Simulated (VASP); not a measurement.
# Be3C2 (P-3m1) in VASP: notebook

The runs below take Be3C2 through single point, relaxation of cell and atoms, with r2SCAN.

Program: VASP 6.6.1. These are calculated values, not measurements. Logs are shortened: lines on timing, memory, paths and dates and some standing lists are left out, and cuts for length are marked.

### 1 The cell of the first run

Symmetry: P-3m1, No. 164, trigonal system. Conventional cell: a = 3.025 Å, b = 3.025 Å, c = 4.502 Å, α = 90.00°, β = 90.00°, γ = 120.00°. Within 2.7 Å of Be (site symmetry -3m) lie 6 C at 2.07 Å and 6 Be at 2.29 Å. Be (site symmetry 3m) has 4 C at 1.78 to 1.92 Å and 6 Be at 2.29 to 2.33 Å within 2.4 Å. Within 2.4 Å of C (site symmetry 3m) lie 7 Be at 1.78 to 2.07 Å.

### 2 Single point, r2SCAN

Input file POSCAR:

```
Be3C2
1.0
    3.0245756991      0.0000000000      0.0000000000
   -1.5122878496      2.6193593911      0.0000000000
    0.0000000000      0.0000000000      4.5016156625
Be C
3 2
Direct
    0.0000000000      0.0000000000      0.0000000000
    0.3333333333      0.6666666667      0.6718969364
    0.6666666667      0.3333333333      0.3281030636
    0.3333333333      0.6666666667      0.2460323609
    0.6666666667      0.3333333333      0.7539676391
```

Input file INCAR.step1:

```
PREC = Accurate
ENCUT = 520
ISMEAR = 0
SIGMA = 0.1
LREAL = F
LASPH = T
NELM = 60
NBANDS = 15
GGA = PE
ALGO = Normal
EDIFF = 1E-4
LWAVE = T
LCHARG = F
```

Input file INCAR.step2:

```
PREC = Accurate
ENCUT = 520
EDIFF = 1E-6
ISMEAR = 0
SIGMA = 0.1
LREAL = F
LASPH = T
NELM = 60
ALGO = Normal
ISIF = 2
LWAVE = F
LCHARG = T
METAGGA = R2SCAN
LMIXTAU = T
LELF = T
LVHAR = T
NBANDS = 15
ISTART = 1
```

Input file KPOINTS:

```
regular mesh
0
Gamma
  6 6 4
```

Potentials or basis: VASP PAW PBE potentials, release 64 (Be, C).

Launch:

```sh
cat potpaw_PBE.64/Be/POTCAR potpaw_PBE.64/C/POTCAR > POTCAR
cp INCAR.step1 INCAR
mpirun -np 1 vasp_std > vasp.out
cp INCAR.step2 INCAR
mpirun -np 1 vasp_std > vasp.out
```

OUTCAR:

```text
PREC = Accurate
   ENCUT = 520
   EDIFF = 1E-6
   ISMEAR = 0
   LREAL = F
   LASPH = T
   NELM = 60
   ISIF = 2
   METAGGA = R2SCAN
   ISTART = 1

 ion  position               nearest neighbor table
   1  0.000  0.000  0.000-   4 2.07   5 2.07   5 2.07   4 2.07   5 2.07   4 2.07   2 2.29   3 2.29
                             2 2.29   3 2.29   3 2.29   2 2.29
   2  0.333  0.667  0.672-   5 1.78   5 1.78   5 1.78   4 1.92   1 2.29   1 2.29   1 2.29   3 2.33
                             3 2.33   3 2.33
   3  0.667  0.333  0.328-   4 1.78   4 1.78   4 1.78   5 1.92   1 2.29   1 2.29   1 2.29   2 2.33
                             2 2.33   2 2.33
   4  0.333  0.667  0.246-   3 1.78   3 1.78   3 1.78   2 1.92   1 2.07   1 2.07   1 2.07
   5  0.667  0.333  0.754-   2 1.78   2 1.78   2 1.78   3 1.92   1 2.07   1 2.07   1 2.07

  LATTYP: Found a hexagonal cell.
 ALAT       =     3.0245756991
 C/A-ratio  =     1.4883461716

  Lattice vectors:

 A1 = (   3.0245756991,   0.0000000000,   0.0000000000)
 A2 = (  -1.5122878496,   2.6193593911,   0.0000000000)
 A3 = (   0.0000000000,   0.0000000000,   4.5016156625)

Analysis of symmetry for initial positions (statically):
=====================================================================
 Subroutine PRICEL returns:
 Original cell was already a primitive cell.

 Routine SETGRP: Setting up the symmetry group for a
 hexagonal supercell.

 Subroutine GETGRP returns: Found 12 space group operations
 (whereof 12 operations were pure point group operations)
 out of a pool of 24 trial point group operations.

The static configuration has the point symmetry D_3d.

Analysis of symmetry for dynamics (positions and initial velocities):
=====================================================================
 Subroutine PRICEL returns:
 Original cell was already a primitive cell.

 Routine SETGRP: Setting up the symmetry group for a
 hexagonal supercell.

 Subroutine GETGRP returns: Found 12 space group operations
 (whereof 12 operations were pure point group operations)
 out of a pool of 24 trial point group operations.

The dynamic configuration has the point symmetry D_3d.

 Subroutine INISYM returns: Found 12 space group operations
 (whereof 12 operations are pure point group operations),
 and found     1 'primitive' translations

----------------------------------------------------------------------------------------

                                     Primitive cell

  volume of cell :      35.6638

  direct lattice vectors                    reciprocal lattice vectors
     3.024575699  0.000000000  0.000000000     0.330624887  0.190886368  0.000000000
    -1.512287850  2.619359391  0.000000000     0.000000000  0.381772736  0.000000000
     0.000000000  0.000000000  4.501615662     0.000000000  0.000000000  0.222142465

  length of vectors
     3.024575699  3.024575699  4.501615662     0.381772736  0.381772736  0.222142465

  position of ions in fractional coordinates (direct lattice)
     0.000000000  0.000000000  0.000000000
     0.333333333  0.666666667  0.671896936
     0.666666667  0.333333333  0.328103064
     0.333333333  0.666666667  0.246032361
     0.666666667  0.333333333  0.753967639

  ion indices of the primitive-cell ions
   primitive index   ion index
                 1           1
                 2           2
                 3           3
                 4           4
                 5           5

----------------------------------------------------------------------------------------

 KPOINTS: regular mesh

Automatic generation of k-mesh.
 Grid dimensions read from file:
 generate k-points for:    6    6    4

 Generating k-lattice:

  Cartesian coordinates                     Fractional coordinates (reciprocal lattice)
     0.055104148  0.031814395  0.000000000     0.166666667  0.000000000  0.000000000
     0.000000000  0.063628789  0.000000000     0.000000000  0.166666667  0.000000000
     0.000000000  0.000000000  0.055535616     0.000000000  0.000000000  0.250000000

  Length of vectors
     0.063628789  0.063628789  0.055535616

  Shift w.r.t. Gamma in fractional coordinates (k-lattice)
     0.000000000  0.000000000  0.000000000

 Subroutine IBZKPT returns following result:
 ===========================================

 Found     24 irreducible k-points:

 Following reciprocal coordinates:
            Coordinates               Weight
  0.000000  0.000000  0.000000      1.000000
  0.166667  0.000000  0.000000      6.000000
  0.333333  0.000000  0.000000      6.000000
  0.500000  0.000000  0.000000      3.000000
  0.166667  0.166667  0.000000      6.000000
  0.333333  0.166667  0.000000     12.000000
[... 16 lines left out ...]
  0.333333  0.166667  0.500000     12.000000
  0.333333  0.333333  0.500000      2.000000
   k-points           NKPTS =     24   k-points in BZ     NKDIM =     24   number of bands    NBANDS=     15
   number of dos      NEDOS =    301   number of ions     NIONS =      5
   total plane-waves  NPLWV =  20736
   dimension x,y,z NGX =    24 NGY =   24 NGZ =   36
   dimension x,y,z NGXF=    48 NGYF=   48 NGZF=   72
   ions per type =               3   2
   NGX,Y,Z   is equivalent  to a cutoff of  13.19, 13.19, 13.29 a.u.
   NGXF,Y,Z  is equivalent  to a cutoff of  26.38, 26.38, 26.59 a.u.
 SYSTEM =  unknown system
   PREC   = accura    normal or accurate (medium, high low for compatibility)
   ISTART =      1    job   : 0-new  1-cont  2-samecut
   ICHARG =      0    charge: 1-file 2-atom 10-const
   ISPIN  =      1    spin polarized calculation?
   LNONCOLLINEAR =      F non collinear calculations
   LSORBIT =      F    spin-orbit coupling
   LASPH  =      T    aspherical Exc in radial PAW
   ENCUT  =  520.0 eV  38.22 Ry    6.18 a.u.   5.62  5.62  8.37*2*pi/ulx,y,z
   NELM   =     60;   NELMIN=  2; NELMDL=  0     # of ELM steps
   EDIFF  = 0.1E-05   stopping-criterion for ELM
   LREAL  =      F    real-space projection
   EDIFFG = 0.1E-04   stopping-criterion for IOM
   NSW    =      0    number of steps for IOM
   IBRION =     -1    ionic relax: 0-MD 1-quasi-New 2-CG
   NFREE  =      0    steps in history (QN), initial steepest desc. (CG)
   ISIF   =      2    stress and relaxation
   ISYM   =      2    0-nonsym 1-usesym 2-fastsym
   POTIM  = 0.5000    time-step for ionic-motion
   TEBEG  =    0.0;   TEEND  =   0.0 temperature during run
   PSTRESS=    0.0 pullay stress
   NELECT =      14.0000    total number of electrons
   NUPDOWN=      -1.0000    fix difference up-down
   EMIN   =  10.00;   EMAX   =-10.00  energy-range for DOS
   EFERMI =   0.00;   METHOD = LEGACY
   ISMEAR =     0;   SIGMA  =   0.10  broadening in eV -4-tet -1-fermi 0-gaus
   EFERMI_NEDOS =   21; number of points for ismear=-14 and -15
   IALGO  =     38    algorithm
   IMIX   =      4    mixing-type and parameters
     AMIX     =   0.40;   BMIX     =  1.00
     AMIX_MAG =   1.60;   BMIX_MAG =  1.00
  volume/ion in A,a.u.               =       7.13        48.13
  Fermi-wavevector in a.u.,A,eV,Ry     =   1.198694  2.265202 19.549754  1.436866
  Thomas-Fermi vector in A             =   2.334576
   LORBIT       =      0    0 simple, 1 ext, 2 COOP (PROOUT), +10 PAW based schemes
   METAGGA = R2SCAN    functional components
   LHFCALC =     F    Hartree Fock is set to
   AEXX    =    0.0000 exact exchange contribution
   IVDW    =     0    specifies the selected vdW correction
   LEPSILON=     F    determine dielectric tensor
   LRPA    =     F    only Hartree local field effects (RPA)
 non-spin polarized calculation
 Gauss-broadening in eV      SIGMA  =   0.10
  energy-cutoff  :      520.00
  volume of cell :       35.66
 maximum number of plane-waves:      1000
 NGX is ok and might be reduce to    24
   NGX = 11   NGY = 11   NGZ = 17

 number of electron      13.9999999 magnetization

 Free energy of the ion-electron system (eV)
  ---------------------------------------------------
  ext. energy  EPLUGINS =         0.00000000
  ---------------------------------------------------
  free energy    TOTEN  =       -30.72870097 eV

  energy without entropy =      -30.72380935  energy(sigma->0) =      -30.72625516

 E-fermi :   6.3677     XC(G=0): -12.0449

 val. band max:        6.2673497529   @ k =   0.5000   0.0000   0.0000
 cond. band min:       6.4099711676   @ k =   0.3333   0.1667   0.5000
 fundamental gap:      0.1426214147
 Fermi energy:         6.3677252969

 k-point     1 :       0.0000    0.0000    0.0000
  band No.  band energies     occupation
      1      -8.8608      2.00000
      2      -4.4799      2.00000
      3      -1.1446      2.00000
      4       5.5734      2.00000
      5       5.5734      2.00000
      6       7.3213      0.00000
      7       7.3213      0.00000
      8       9.1451      0.00000
      9      13.2217      0.00000
     10      13.2217      0.00000
     11      13.8578      0.00000
     12      16.3535      0.00000
     13      17.3814      0.00000
     14      17.3814      0.00000
     15      20.0201      0.00000

 k-point     2 :       0.1667    0.0000    0.0000
  band No.  band energies     occupation
      1      -8.4271      2.00000
      2      -4.2065      2.00000
      3      -0.7079      2.00000
      4       3.4447      2.00000
      5       4.4544      2.00000
      6       6.1604      1.99663
      7       7.2494      0.00000
      8       8.5701      0.00000
      9      13.0089      0.00000
     10      14.4106      0.00000
     11      14.5652      0.00000
     12      16.6729      0.00000
     13      17.7586      0.00000
     14      18.1828      0.00000
     15      18.8140      0.00000
[... 365 lines left out ...]
      3      -0.2009      2.00000
      4       0.2204      2.00000
      5       2.4361      2.00000
      6       2.6066      2.00000
      7       6.4100      0.55021
      8       7.1060      0.00000
      9      13.8182      0.00000
     10      14.6303      0.00000
     11      15.2394      0.00000
     12      15.9527      0.00000
     13      17.6470      0.00000
     14      18.2058      0.00000
     15      20.8504      0.00000

 k-point    24 :       0.3333    0.3333    0.5000
  band No.  band energies     occupation
      1      -4.5510      2.00000
      2      -4.5510      2.00000
      3       0.2899      2.00000
      4       0.3706      2.00000
      5       0.3706      2.00000
      6       0.8725      2.00000
      7       7.2905      0.00000
      8       7.2905      0.00000
      9      14.4499      0.00000
     10      14.4499      0.00000
     11      15.8899      0.00000
     12      16.6175      0.00000
     13      17.6296      0.00000
     14      19.7898      0.00000
     15      19.7898      0.00000

------------------------ aborting loop because EDIFF is reached ----------------------------------------

  FORCE on cell =-STRESS in cart. coord.  units (eV):
  Direction    XX          YY          ZZ          XY          YZ          ZX
  --------------------------------------------------------------------------------------
  -------------------------------------------------------------------------------------
  Total        0.1576099      0.1576099      0.1399688     -0.0000000      0.0000000      0.0000000
  in kB        7.0805358      7.0805358      6.2880184     -0.0000000      0.0000000      0.0000000
  external PRESSURE =       6.8163633 kB  Pullay stress =       0.0000000 kB

 VOLUME and BASIS-vectors are now :
 -----------------------------------------------------------------------------
  energy-cutoff  :      520.00
  volume of cell :       35.66
      direct lattice vectors                 reciprocal lattice vectors
     3.024575699  0.000000000  0.000000000     0.330624887  0.190886368  0.000000000
    -1.512287850  2.619359391  0.000000000     0.000000000  0.381772736  0.000000000
     0.000000000  0.000000000  4.501615662     0.000000000  0.000000000  0.222142465

 POSITION                                       TOTAL-FORCE (eV/Angst)
 -----------------------------------------------------------------------------------
      0.00000      0.00000      0.00000        -0.000000      0.000000     -0.000000
     -0.00000      1.74624      3.02462         0.000000     -0.000000      0.009930
      1.51229      0.87312      1.47699         0.000000      0.000000     -0.009930
     -0.00000      1.74624      1.10754        -0.000000      0.000000     -0.013521
      1.51229      0.87312      3.39407         0.000000     -0.000000      0.013521
 -----------------------------------------------------------------------------------
    total drift:                                0.000000      0.000000     -0.000000

  FREE ENERGIE OF THE ION-ELECTRON SYSTEM (eV)
  ---------------------------------------------------
  free  energy   TOTEN  =       -30.7287009682 eV

  energy  without entropy=      -30.7238093493  energy(sigma->0) =      -30.72625516
```

It took 77 s on 1 thread of Intel Xeon 8259CL, shared host; peak memory 0.15 GiB.

What came out:

* Free energy: -30.7287 eV
* Pressure: 0.7 GPa
* Largest force: 0.014 eV/Å
* Band gap on the k mesh: zero (bands 7 and 8 overlap by 3.16 eV)

Forces in eV/Å, atoms in the order of the input:
```
Be   0.000  0.000  0.000
Be   0.000  0.000  0.010
Be   0.000  0.000 -0.010
C    0.000  0.000 -0.014
C    0.000  0.000  0.014
```

Stress tensor (GPa, compression positive):
```
0.71 0.00 0.00
0.00 0.71 0.00
0.00 0.00 0.63
```

Levels at points of the mesh, in eV from the Fermi level:
```
           k point  band 3  band 4  band 5  band 6  band 7  band 8  band 9  band 10  band 11  band 12
(0.00, 0.00, 0.00)   -7.51   -0.79   -0.79    0.95    0.95    2.78    6.85     6.85     7.49     9.99
(0.50, 0.00, 0.00)   -5.77   -5.45   -3.92   -3.72   -1.46   -0.10    5.93     8.71     8.72     8.73
(0.00, 0.00, 0.50)   -2.66   -1.50   -0.21   -0.21    0.45    0.45    6.36     6.36     7.13     9.38
(0.50, 0.00, 0.50)   -7.39   -6.78   -2.38   -2.23   -0.39   -0.13    6.58     6.59     8.64     8.79
```

Caveat: the k points lie up to 0.40 Å⁻¹ apart, too coarse for converged energies and pressures of a metal; the PAW data sets were made with another functional, which shifts forces and pressure a little.

### 3 Relaxation of cell and atoms, r2SCAN

This run uses another cell than the first one, of 7.41 Å³/atom.

Input file POSCAR:

```
Be3C2
1.0
    3.0182271953      0.0000000000      0.0000000000
   -1.5091135977      2.6138614255      0.0000000000
    0.0000000000      0.0000000000      4.6958712455
Be C
3 2
Direct
    0.0000000000      0.0000000000      0.0000000000
    0.3333333333      0.6666666667      0.6450000000
    0.6666666667      0.3333333333      0.3550000000
    0.3333333333      0.6666666667      0.2450000000
    0.6666666667      0.3333333333      0.7550000000
```

Input file INCAR.step1:

```
ALGO = Normal
EDIFF = 1E-4
ENCUT = 600
GGA = PE
ISMEAR = 0
LASPH = T
LCHARG = F
LREAL = F
LWAVE = T
NELM = 100
PREC = Accurate
SIGMA = 0.1
```

Input file INCAR.step2:

```
ALGO = Normal
EDIFF = 1E-6
EDIFFG = -0.04
ENCUT = 600
IBRION = 2
ISIF = 3
ISMEAR = 0
ISTART = 1
LASPH = T
LCHARG = F
LMIXTAU = T
LREAL = F
LWAVE = F
METAGGA = R2SCAN
NELM = 100
NSW = 90
PREC = Accurate
SIGMA = 0.1
```

Input file KPOINTS:

```
k-points
0
Gamma
  6 6 4
```

Potentials or basis: VASP PAW PBE potentials, release 64 (Be, C).

Launch:

```sh
cat potpaw_PBE.64/Be/POTCAR potpaw_PBE.64/C/POTCAR > POTCAR
cp INCAR.step1 INCAR
mpirun -np 1 vasp_std > vasp.out
cp INCAR.step2 INCAR
mpirun -np 1 vasp_std > vasp.out
```

Wall time 6.7 min (1 thread of Intel Xeon 8259CL, shared host); peak memory 0.17 GiB.

The run converged. Its results:

| Item | Value |
| --- | --- |
| Free energy | -30.7341 eV |
| Relaxed volume | 7.15 Å³/atom |
| Relaxed cell | a = 3.028 Å, b = 3.028 Å, c = 4.505 Å, α = 90.00°, β = 90.00°, γ = 120.00° |
| Space group after relaxing (to 0.1 Å) | P-3m1 (No. 164) |
| Energy gained by relaxing | 33.7 meV/atom |
| Ionic steps | 9 |
| Pressure after relaxing | 0.0 GPa |
| Largest force after relaxing | 0.017 eV/Å |
| Band gap on the k mesh | zero (bands 7 and 8 overlap by 3.15 eV) |

Forces on the atoms (eV/Å):
```
Be   0.000  0.000  0.000
Be   0.000  0.000 -0.017
Be   0.000  0.000  0.017
C    0.000  0.000 -0.004
C    0.000  0.000  0.004
```

Step by step:
```
step  energy change (eV)  largest force (eV/Å)  pressure (GPa)  volume (Å³)
   1              0.0000                0.9351           -5.47        37.05
   2             -0.1110                0.6137            1.24        35.70
   3             -0.1189                0.4473            3.73        35.26
   4             -0.1570                0.2399            0.89        35.70
   5             -0.1654                0.1801           -0.76        35.98
   6             -0.1655                0.1664           -1.07        36.03
   7             -0.1683                0.0409           -0.05        35.77
   8             -0.1683                0.0406           -0.06        35.77
   9             -0.1685                0.0170           -0.03        35.76
```

Final structure:
```xyz
5
Lattice="3.0277 0.0000 0.0000 -1.5139 2.6221 0.0000 0.0000 0.0000 4.5047" Properties=species:S:1:pos:R:3 pbc="T T T"
Be    3.0277    0.0000    0.0000
Be    0.0000    1.7481    3.0300
Be    1.5139    0.8740    1.4748
C     0.0000    1.7481    1.1078
C     1.5139    0.8740    3.3969
```

Levels at points of the mesh, in eV from the Fermi level:
```tsv
k point	band 3	band 4	band 5	band 6	band 7	band 8	band 9	band 10	band 11
(0.00, 0.00, 0.00)	-7.50	-0.80	-0.80	0.94	0.94	2.77	6.82	6.82	7.45
(0.50, 0.00, 0.00)	-5.77	-5.44	-3.92	-3.73	-1.46	-0.12	5.90	8.70	8.71
(0.00, 0.00, 0.50)	-2.66	-1.51	-0.22	-0.22	0.43	0.43	6.33	6.33	7.09
(0.50, 0.00, 0.50)	-7.38	-6.78	-2.40	-2.23	-0.39	-0.13	6.55	6.58	8.59
```

Caveat: the k points lie up to 0.40 Å⁻¹ apart in the final cell, too coarse for converged energies and pressures of a metal; the PAW data sets were made with another functional, which shifts forces and pressure a little.

The gap in the log of VASP goes by the Fermi energy; the results here count the filled bands.